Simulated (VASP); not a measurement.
A run of VASP 6.6.1 is set up as follows.

File INCAR:

```
SYSTEM = CdO
PREC = Accurate
ENCUT = 600
EDIFF = 1E-6
ISMEAR = 0
SIGMA = 0.1
LREAL = .FALSE.
LASPH = .TRUE.
NELM = 120
ALGO = Normal
ISIF = 2
LWAVE = .FALSE.
LCHARG = .FALSE.
GGA = PE
NBANDS = 16
GGA_COMPAT = .FALSE.
```

File KPOINTS:

```
Automatic mesh
0
G
  16 16 16
  0 0 0
```

File POSCAR:

```
CdO
1.0
    0.0000000000      2.2193791840      2.2193791840
    2.2193791840      0.0000000000      2.2193791840
    2.2193791840      2.2193791840      0.0000000000
Cd O
1 1
Direct
    0.0000000000      0.0000000000      0.0000000000
    0.5000000000      0.5000000000      0.5000000000
```

Potentials or basis: VASP PAW PBE potentials, release 64 (Cd, O).

Run with:

```bash
$ cat potpaw_PBE.64/Cd/POTCAR potpaw_PBE.64/O/POTCAR > POTCAR
$ mpirun -np 1 vasp_std > vasp.out
```

Question: What does it give for the band gap on the k mesh?

Answer: Zero (bands 9 and 10 overlap by 0.08 eV).

Question: What does it give for the pressure?

Answer: 48.2 GPa.

Caveat: the cell stands under pressure; semilocal functionals underestimate gaps, so a narrow gap can read as zero.
